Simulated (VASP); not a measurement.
Set up this calculation in VASP 6.6.1, as the native input.

| Quantity | Value |
| --- | --- |
| Task | single point |
| Functional | PBE |
| Potentials or basis | VASP PAW PBE potentials, release 64 (Cu) |
| Cutoff | 520 eV |
| k mesh | 12 × 12 × 12 |
| Occupations | fermi-dirac, width 0.06 eV |
| Spin | no spin polarisation |
| Dipole correction | no |
| Further INCAR settings | ALGO = Normal; EDIFF = 1e-06; NBANDS = 12 |

The structure of Cu lies in POSCAR:

```
Cu
1.0
    0.0000000000      1.7730200000      1.7730200000
    1.7730200000      0.0000000000      1.7730200000
    1.7730200000      1.7730200000      0.0000000000
Cu
1
Direct
    0.0000000000      0.0000000000      0.0000000000
```

The input as run:

INCAR

```
SYSTEM = Cu
ALGO = Normal
EDIFF = 1E-6
ENCUT = 520
GGA = PE
ISIF = 2
ISMEAR = -1
LASPH = .TRUE.
LCHARG = .TRUE.
LELF = .TRUE.
LREAL = .FALSE.
LVHAR = .TRUE.
LWAVE = .FALSE.
NBANDS = 12
NELM = 100
PREC = Accurate
SIGMA = 0.06
```

KPOINTS

```
k-points
0
G
  12 12 12
  0 0 0
```

Potentials or basis: VASP PAW PBE potentials, release 64 (Cu).

Command:

```bash
$ cat potpaw_PBE.64/Cu/POTCAR > POTCAR
$ mpirun -np 1 vasp_std > vasp.out
```

It gave:

* Pressure: 12.2 GPa

It took 6.5 s on 1 thread of Intel(R) Xeon(R) Platinum 8559C (Emerald Rapids), on a shared host, peak memory 0.12 GiB.
